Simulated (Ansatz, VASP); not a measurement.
Mg5SnN2 in VASP and in Ansatz

```
CELL_PARAMETERS angstrom
2.97379 -1.71728 0.04266
2.97379 1.71728 0.04266
-0.21055 0.00000 13.78487
ATOMIC_POSITIONS crystal
Mg 0.66836 0.66836 0.20516
Mg 0.33450 0.33450 0.85462
Mg 0.00203 0.00203 0.35857
Mg 0.00246 0.00246 0.66305
Mg 0.66890 0.66890 0.51713
Sn 0.00128 0.00128 0.03740
N 0.66857 0.66857 0.35945
N 0.33565 0.33565 0.58795
```

Change from the starting cell: the structure that the rattled cell fell into.

Alike in both runs: functional PBE; k mesh 10 × 10 × 4; occupations gaussian, width 0.1 eV; no spin polarisation.

Ansatz relaxed the structure, and its values are those at the end. VASP's run is a single point on that final structure, the one shown.

|  | VASP | Ansatz |
| --- | --- | --- |
| version | VASP 6.6.1 | Ansatz 0.2.0 |
| potentials or method | VASP PAW PBE potentials, release 64 (Mg, Sn_d, N), cutoff 520 eV | scalar-relativistic, plane waves, PAW |
| valence electrons in the cell | 34 | 74 |

|  | VASP | Ansatz | Ansatz less VASP |
| --- | --- | --- | --- |
| gap on the k mesh at the Fermi level (eV) | none | none | - |
| pressure (GPa) | -0.1 | 0.0 | +0.17 |
| rms of the force components (eV/Å) | 0.007 | 0.003 | -0.0039 |

A gap of «none» marks a metal or a gap that the smearing closes. With one functional, cell and mesh, what is left measures potentials, basis and numerics. VASP's potentials hold 34 valence electrons a cell and Ansatz's 74, so a difference there can come from the potentials and not from the codes.
